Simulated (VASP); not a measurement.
# LiF (P4_3) in VASP: relaxation of cell and atoms with PBE

Aim: the relaxation of cell and atoms of LiF with PBE.

Program: VASP 6.6.1. These are calculated values, not measurements. Logs are shortened: lines on timing, memory, paths and dates and some standing lists are left out, and cuts for length are marked.

## Step 1: The cell of the first run

It takes space group P4_3 (No. 78, tetragonal). Conventional cell: a = 5.262 Å, b = 5.262 Å, c = 2.569 Å, α = 90.00°, β = 90.00°, γ = 90.00°. Li (site symmetry 1) has 3 F at 1.81 Å and 2 Li at 1.81 Å within 2.4 Å. F (site symmetry 1) has 3 Li at 1.81 Å and 2 F at 1.82 Å within 2.4 Å.

The cell was generated, and may not be a known phase.

## Step 2: Relaxation of cell and atoms, PBE

INCAR

```
ALGO = Normal ; EDIFF = 1E-6
EDIFFG = -0.04 ; ENCUT = 600
GGA = PE ; IBRION = 2
ISIF = 3 ; ISMEAR = 0
LASPH = True ; LCHARG = False
LREAL = False ; LWAVE = False
NELM = 60 ; NSW = 90
PREC = Accurate ; SIGMA = 0.1
```

KPOINTS

```
k-points
0
Gamma
  4 4 6
```

POSCAR

```
LiF
1.0
    5.2619233100      0.0000000000      0.0000000000
    0.0000000000      5.2619233100      0.0000000000
    0.0000000000      0.0000000000      2.5686382700
Li F
4 4
Direct
    0.6685928000      0.6529926100      0.6710527500
    0.3314072000      0.3470073900      0.1710527500
    0.3470073900      0.6685928000      0.4210527500
    0.6529926100      0.3314072000      0.9210527500
    0.8890363700      0.5504482200      0.1704406200
    0.1109636300      0.4495517800      0.6704406200
    0.4495517800      0.8890363700      0.9204406200
    0.5504482200      0.1109636300      0.4204406200
```

Potentials or basis: VASP PAW PBE potentials, release 64 (Li_sv, F).

The run is started by

```sh
cat potpaw_PBE.64/Li_sv/POTCAR potpaw_PBE.64/F/POTCAR > POTCAR
mpirun -np 1 vasp_std > vasp.out
```

OUTCAR:

```text
EDIFF = 1E-6
   EDIFFG = -0.04
   ENCUT = 600
   GGA = PE
   IBRION = 2
   ISIF = 3
   ISMEAR = 0
   LASPH = True
   LREAL = False
   NELM = 60
   NSW = 90
   PREC = Accurate

 ion  position               nearest neighbor table
   1  0.669  0.653  0.671-   7 1.81   5 1.81   3 1.81   4 1.81   5 1.81   4 2.57   3 2.57
   2  0.331  0.347  0.171-   8 1.81   6 1.81   3 1.81   4 1.81   6 1.81   3 2.57   4 2.57
   3  0.347  0.669  0.421-   6 1.81   7 1.81   1 1.81   2 1.81   7 1.81   1 2.57   2 2.57
   4  0.653  0.331  0.921-   5 1.81   8 1.81   1 1.81   2 1.81   8 1.81   2 2.57   1 2.57
   5  0.889  0.550  0.170-   4 1.81   1 1.81   1 1.81   6 1.82   6 1.82
   6  0.111  0.450  0.670-   3 1.81   2 1.81   2 1.81   5 1.82   5 1.82
   7  0.450  0.889  0.920-   1 1.81   3 1.81   3 1.81   8 1.82   8 1.82
   8  0.550  0.111  0.420-   2 1.81   4 1.81   4 1.81   7 1.82   7 1.82

  LATTYP: Found a simple tetragonal cell.
 ALAT       =     5.2619233100
 C/A-ratio  =     0.4881557785

  Lattice vectors:

 A1 = (   5.2619233100,   0.0000000000,   0.0000000000)
 A2 = (   0.0000000000,   5.2619233100,   0.0000000000)
 A3 = (   0.0000000000,   0.0000000000,   2.5686382700)

Analysis of symmetry for initial positions (statically):
=====================================================================
 Subroutine PRICEL returns:
 Original cell was already a primitive cell.

 Routine SETGRP: Setting up the symmetry group for a
 simple tetragonal supercell.

 Subroutine GETGRP returns: Found  4 space group operations
 (whereof  1 operations were pure point group operations)
 out of a pool of 16 trial point group operations.

The static configuration has the point symmetry C_1 .
 The point group associated with its full space group is C_1 .

Analysis of symmetry for dynamics (positions and initial velocities):
=====================================================================
 Subroutine PRICEL returns:
 Original cell was already a primitive cell.

 Routine SETGRP: Setting up the symmetry group for a
 simple tetragonal supercell.

 Subroutine GETGRP returns: Found  4 space group operations
 (whereof  1 operations were pure point group operations)
 out of a pool of 16 trial point group operations.

The dynamic configuration has the point symmetry C_1 .
 The point group associated with its full space group is C_1 .

 Subroutine INISYM returns: Found  4 space group operations
 (whereof  1 operations are pure point group operations),
 and found     1 'primitive' translations

----------------------------------------------------------------------------------------

                                     Primitive cell

  volume of cell :      71.1200

  direct lattice vectors                    reciprocal lattice vectors
     5.261923310  0.000000000  0.000000000     0.190044579  0.000000000  0.000000000
     0.000000000  5.261923310  0.000000000     0.000000000  0.190044579  0.000000000
     0.000000000  0.000000000  2.568638270     0.000000000  0.000000000  0.389311337

  length of vectors
     5.261923310  5.261923310  2.568638270     0.190044579  0.190044579  0.389311337

  position of ions in fractional coordinates (direct lattice)
     0.668592800  0.652992610  0.671052750
     0.331407200  0.347007390  0.171052750
     0.347007390  0.668592800  0.421052750
     0.652992610  0.331407200  0.921052750
     0.889036370  0.550448220  0.170440620
     0.110963630  0.449551780  0.670440620
     0.449551780  0.889036370  0.920440620
     0.550448220  0.110963630  0.420440620

  ion indices of the primitive-cell ions
   primitive index   ion index
                 1           1
                 2           2
                 3           3
                 4           4
                 5           5
                 6           6
                 7           7
                 8           8

----------------------------------------------------------------------------------------

 KPOINTS: k-points

Automatic generation of k-mesh.
 Grid dimensions read from file:
 generate k-points for:    4    4    6

 Generating k-lattice:

  Cartesian coordinates                     Fractional coordinates (reciprocal lattice)
     0.047511145  0.000000000  0.000000000     0.250000000  0.000000000  0.000000000
     0.000000000  0.047511145  0.000000000     0.000000000  0.250000000  0.000000000
     0.000000000  0.000000000  0.064885223     0.000000000  0.000000000  0.166666667

  Length of vectors
     0.047511145  0.047511145  0.064885223

  Shift w.r.t. Gamma in fractional coordinates (k-lattice)
     0.000000000  0.000000000  0.000000000

 Subroutine IBZKPT returns following result:
 ===========================================

 Found     24 irreducible k-points:

 Following reciprocal coordinates:
            Coordinates               Weight
  0.000000  0.000000  0.000000      1.000000
  0.250000  0.000000  0.000000      4.000000
  0.500000  0.000000  0.000000      2.000000
  0.250000  0.250000  0.000000      4.000000
  0.500000  0.250000  0.000000      4.000000
  0.500000  0.500000  0.000000      1.000000
[... 16 lines left out ...]
  0.500000  0.250000  0.500000      4.000000
  0.500000  0.500000  0.500000      1.000000
   k-points           NKPTS =     24   k-points in BZ     NKDIM =     24   number of bands    NBANDS=     25
   number of dos      NEDOS =    301   number of ions     NIONS =      8
   total plane-waves  NPLWV =  42336
   dimension x,y,z NGX =    42 NGY =   42 NGZ =   24
   dimension x,y,z NGXF=    84 NGYF=   84 NGZF=   48
   ions per type =               4   4
   NGX,Y,Z   is equivalent  to a cutoff of  13.27, 13.27, 15.53 a.u.
   NGXF,Y,Z  is equivalent  to a cutoff of  26.54, 26.54, 31.07 a.u.
 SYSTEM =  unknown system
   PREC   = accura    normal or accurate (medium, high low for compatibility)
   ISTART =      0    job   : 0-new  1-cont  2-samecut
   ICHARG =      2    charge: 1-file 2-atom 10-const
   ISPIN  =      1    spin polarized calculation?
   LNONCOLLINEAR =      F non collinear calculations
   LSORBIT =      F    spin-orbit coupling
   LASPH  =      T    aspherical Exc in radial PAW
   ENCUT  =  600.0 eV  44.10 Ry    6.64 a.u.  10.51 10.51  5.13*2*pi/ulx,y,z
   NELM   =     60;   NELMIN=  2; NELMDL= -5     # of ELM steps
   EDIFF  = 0.1E-05   stopping-criterion for ELM
   LREAL  =      F    real-space projection
   EDIFFG = -.4E-01   stopping-criterion for IOM
   NSW    =     90    number of steps for IOM
   IBRION =      2    ionic relax: 0-MD 1-quasi-New 2-CG
   NFREE  =      1    steps in history (QN), initial steepest desc. (CG)
   ISIF   =      3    stress and relaxation
   ISYM   =      2    0-nonsym 1-usesym 2-fastsym
   POTIM  = 0.5000    time-step for ionic-motion
   TEBEG  =    0.0;   TEEND  =   0.0 temperature during run
   PSTRESS=    0.0 pullay stress
   NELECT =      40.0000    total number of electrons
   NUPDOWN=      -1.0000    fix difference up-down
   EMIN   =  10.00;   EMAX   =-10.00  energy-range for DOS
   EFERMI =   0.00;   METHOD = LEGACY
   ISMEAR =     0;   SIGMA  =   0.10  broadening in eV -4-tet -1-fermi 0-gaus
   EFERMI_NEDOS =   21; number of points for ismear=-14 and -15
   IALGO  =     38    algorithm
   IMIX   =      4    mixing-type and parameters
     AMIX     =   0.40;   BMIX     =  1.00
     AMIX_MAG =   1.60;   BMIX_MAG =  1.00
  volume/ion in A,a.u.               =       8.89        59.99
  Fermi-wavevector in a.u.,A,eV,Ry     =   1.351339  2.553660 24.845815  1.826116
  Thomas-Fermi vector in A             =   2.478769
   LORBIT       =      0    0 simple, 1 ext, 2 COOP (PROOUT), +10 PAW based schemes
   GGA     = PE    functional components
   LHFCALC =     F    Hartree Fock is set to
   AEXX    =    0.0000 exact exchange contribution
   IVDW    =     0    specifies the selected vdW correction
   LEPSILON=     F    determine dielectric tensor
   LRPA    =     F    only Hartree local field effects (RPA)
 conjugate gradient relaxation of ions
 non-spin polarized calculation
 Gauss-broadening in eV      SIGMA  =   0.10
  energy-cutoff  :      600.00
  volume of cell :       71.12
 maximum number of plane-waves:      2402
   NGX = 21   NGY = 21   NGZ = 11

--------------------------------------- Ionic step        1  -------------------------------------------

 number of electron      40.0000021 magnetization

 Free energy of the ion-electron system (eV)
  ---------------------------------------------------
  ext. energy  EPLUGINS =         0.00000000
  ---------------------------------------------------
  free energy    TOTEN  =       -24.09180426 eV

  energy without entropy =      -24.09180426  energy(sigma->0) =      -24.09180426

 E-fermi :   1.4589     XC(G=0):  -9.1145

 val. band max:        1.0140892171   @ k =   0.0000   0.0000   0.3333
 cond. band min:       2.6508677003   @ k =   0.0000   0.0000   0.0000
 fundamental gap:      1.6367784832
 Fermi energy:         1.4589341706

 k-point     1 :       0.0000    0.0000    0.0000
  band No.  band energies     occupation
      1     -44.2864      2.00000
      2     -43.8759      2.00000
      3     -43.8759      2.00000
      4     -43.5139      2.00000
      5     -22.3189      2.00000
      6     -22.3014      2.00000
[... 780 lines left out ...]
  FREE ENERGIE OF THE ION-ELECTRON SYSTEM (eV)
  ---------------------------------------------------
  free  energy   TOTEN  =       -35.6713736312 eV

  energy  without entropy=      -35.6713736312  energy(sigma->0) =      -35.67137363

 E-fermi :  -1.9255     XC(G=0):  -8.4531

 val. band max:       -2.4657381837   @ k =   0.5000   0.0000   0.0000
 cond. band min:       4.6483426896   @ k =   0.0000   0.0000   0.0000
 fundamental gap:      7.1140808733
 Fermi energy:        -1.9254518033

 k-point     1 :       0.0000    0.0000    0.0000
  band No.  band energies     occupation
      1     -43.6391      2.00000
      2     -43.6135      2.00000
      3     -43.5749      2.00000
      4     -43.5749      2.00000
      5     -22.1850      2.00000
      6     -22.0681      2.00000
[... 661 lines left out ...]
     24       9.4728      0.00000
     25      11.6489      0.00000

[... ionic steps 4 to 22 ...]

--------------------------------------- Ionic step       23  -------------------------------------------

 number of electron      40.0000003 magnetization

------------------------ aborting loop because EDIFF is reached ----------------------------------------

  FORCE on cell =-STRESS in cart. coord.  units (eV):
  Direction    XX          YY          ZZ          XY          YZ          ZX
  --------------------------------------------------------------------------------------
  -------------------------------------------------------------------------------------
  Total        0.0062326      0.0062326      0.2291110      0.0000000      0.0000000      0.0000000
  in kB        0.1159159      0.1159159      4.2610695      0.0000005      0.0000000      0.0000000
  external PRESSURE =       1.4976338 kB  Pullay stress =       0.0000000 kB
[... 69 lines left out ...]
  energy  without entropy=      -37.8290103449  energy(sigma->0) =      -37.82901034

--------------------------------------- Ionic step       25  -------------------------------------------

 number of electron      40.0000005 magnetization

 Free energy of the ion-electron system (eV)
  ---------------------------------------------------
  ext. energy  EPLUGINS =         0.00000000
  ---------------------------------------------------
  free energy    TOTEN  =       -37.83029329 eV

  energy without entropy =      -37.83029329  energy(sigma->0) =      -37.83029329

 E-fermi :  -2.0606     XC(G=0):  -8.3981

 val. band max:       -2.5044344105   @ k =   0.5000   0.0000   0.0000
 cond. band min:       4.4762670516   @ k =   0.0000   0.0000   0.0000
 fundamental gap:      6.9807014621
 Fermi energy:        -2.0606037822

 k-point     1 :       0.0000    0.0000    0.0000
  band No.  band energies     occupation
      1     -43.6548      2.00000
      2     -43.6265      2.00000
      3     -43.6094      2.00000
      4     -43.6094      2.00000
      5     -22.1765      2.00000
      6     -22.0477      2.00000
[... 696 lines left out ...]
  FREE ENERGIE OF THE ION-ELECTRON SYSTEM (eV)
  ---------------------------------------------------
  free  energy   TOTEN  =       -37.8302932918 eV

  energy  without entropy=      -37.8302932918  energy(sigma->0) =      -37.83029329

 reached required accuracy - stopping structural energy minimisation
```

Wall time 22 min (1 thread of Intel Xeon 8259CL, shared host); peak memory 0.21 GiB.

Results:

```
Free energy                           : -37.8303 eV
Relaxed volume                        : 10.79 Å³/atom
Relaxed cell                          : a = 5.516 Å, b = 5.516 Å, c = 2.838 Å, α = 90.00°, β = 90.00°, γ = 90.00°
Space group after relaxing (to 0.1 Å) : P4_3 (No. 78)
Energy gained by relaxing             : 1717.3 meV/atom
Ionic steps                           : 25
Pressure after relaxing               : 0.0 GPa
Largest force after relaxing          : 0.020 eV/Å
Band gap on the k mesh                : 6.98 eV (least direct gap 7.00 eV)
```

Forces in eV/Å, atoms in the order of the input:
```
Li   0.005  0.017 -0.009
Li  -0.005 -0.017 -0.009
Li  -0.017  0.005 -0.009
Li   0.017 -0.005 -0.009
F    0.003 -0.011  0.009
F   -0.003  0.011  0.009
F    0.011  0.003  0.009
F   -0.011 -0.003  0.009
```

Step by step:
| step | energy change (eV) | largest force (eV/Å) | pressure (GPa) | volume (Å³) |
| --- | --- | --- | --- | --- |
| 1 | 0.0000 | 10.3558 | 44.40 | 71.12 |
| 2 | -11.5288 | 1.1728 | 4.99 | 99.39 |
| 3 | -11.5796 | 1.0794 | 4.33 | 100.86 |
| 4 | -11.6179 | 0.9095 | 2.95 | 103.84 |
| 5 | -11.8633 | 0.6290 | -0.14 | 107.92 |
| 6 | -11.9656 | 0.3803 | -3.13 | 112.59 |
| 7 | -12.1500 | 0.4073 | -1.56 | 109.90 |
| 8 | -12.1972 | 0.4651 | -0.59 | 107.85 |
| 9 | -12.2803 | 0.3116 | -0.53 | 106.02 |
| 10 | -12.3644 | 0.4779 | -0.06 | 102.48 |
| 11 | -12.3953 | 0.8202 | 1.67 | 95.65 |
| 12 | -12.4662 | 0.7933 | 1.37 | 95.24 |
| 13 | -12.6996 | 0.6810 | 0.49 | 94.02 |
| 14 | -13.2191 | 0.5516 | -1.03 | 91.61 |
| 15 | -13.5173 | 0.5589 | -0.05 | 86.92 |
| 16 | -13.6110 | 0.4192 | -1.59 | 89.35 |
| 17 | -13.6515 | 0.3773 | -0.92 | 87.74 |
| 18 | -13.6737 | 0.2600 | -1.35 | 88.42 |
| 19 | -13.6746 | 0.2810 | -1.29 | 88.28 |
| 20 | -13.6195 | 0.4662 | 1.11 | 85.24 |
| 21 | -13.6914 | 0.2722 | -0.61 | 87.21 |
| 22 | -13.7257 | 0.1334 | -0.27 | 86.69 |
| 23 | -13.7372 | 0.0516 | 0.15 | 86.15 |
| 24 | -13.7372 | 0.0495 | 0.13 | 86.17 |
| 25 | -13.7385 | 0.0199 | 0.01 | 86.36 |

Final structure:
```
Li F
1.0
     5.51601    0.00000    0.00000
     0.00000    5.51601    0.00000
     0.00000    0.00000    2.83829
Li F
4 4
Direct
  0.62631 0.83427 0.59375
  0.37369 0.16573 0.09375
  0.16573 0.62631 0.34375
  0.83427 0.37369 0.84375
  0.82791 0.64188 0.24774
  0.17209 0.35812 0.74774
  0.35812 0.82791 0.99774
  0.64188 0.17209 0.49774
```

Levels at points of the mesh, in eV from the valence-band top:
| k point | band 16 | band 17 | band 18 | band 19 | band 20 | band 21 | band 22 | band 23 | band 24 | band 25 |
| --- | --- | --- | --- | --- | --- | --- | --- | --- | --- | --- |
| (0.00, 0.00, 0.00) | -0.45 | -0.15 | -0.15 | -0.02 | -0.02 | 6.98 | 10.07 | 11.21 | 11.21 | 12.24 |
| (0.50, 0.00, 0.00) | -0.65 | -0.27 | -0.20 | -0.02 | 0.00 | 8.02 | 8.39 | 10.89 | 11.78 | 12.75 |
| (0.50, 0.50, 0.00) | -0.60 | -0.24 | -0.05 | -0.04 | -0.04 | 8.36 | 8.65 | 10.37 | 10.37 | 14.60 |
| (0.00, 0.00, 0.50) | -1.27 | -0.62 | -0.62 | -0.33 | -0.33 | 10.48 | 10.48 | 12.20 | 12.20 | 13.13 |
| (0.50, 0.00, 0.50) | -1.11 | -0.58 | -0.58 | -0.40 | -0.40 | 10.67 | 10.67 | 12.13 | 12.13 | 12.81 |
| (0.50, 0.50, 0.50) | -1.14 | -0.68 | -0.68 | -0.45 | -0.45 | 10.88 | 10.88 | 11.65 | 11.65 | 13.92 |

Caveat: the cutoff is under 1.25 times the usual one of these potentials, so pressure, stress and relaxed cells hold a basis-set (Pulay) error; the volume moved by over 15 % at a fixed basis, so the end points are rough. A k mesh can miss the band edges.
